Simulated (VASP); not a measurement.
Ir, 2 atoms in the cell. It takes space group P6_3/mmc (No. 194, hexagonal). Conventional cell: a = 2.755 Å, b = 2.755 Å, c = 4.475 Å, α = 90.00°, β = 90.00°, γ = 120.00°. Ir (site symmetry -6m2) has 12 Ir at 2.75 to 2.76 Å within 3.6 Å. This isn't the form of Ir at room conditions, which is fcc.

```yaml
Program: VASP 6.6.1
Task: single point
Functional: PBE
Potentials_or_basis: VASP PAW PBE potentials, release 64 (Ir)
Cutoff: 520 eV
k_mesh: 19 × 19 × 11
Occupations: fermi-dirac, width 0.05 eV
Spin: no spin polarisation
Dipole_correction: no
Further_INCAR_settings: ALGO = Normal; EDIFF = 1e-06; NBANDS = 16
```

Potentials or basis: VASP PAW PBE potentials, release 64 (Ir).

Launch:

```bash
$ cat potpaw_PBE.64/Ir/POTCAR > POTCAR
$ mpirun -np 1 vasp_std > vasp.out
```

Hardware: 1 thread of Intel Xeon 8259CL, on a shared host.

Question: Estimate the wall time of this run.

Answer: It took 2.1 min on 1 thread of Intel Xeon 8259CL, with other jobs on the host, peak memory 0.22 GiB. Counts: scf iterations 12, k points 240.
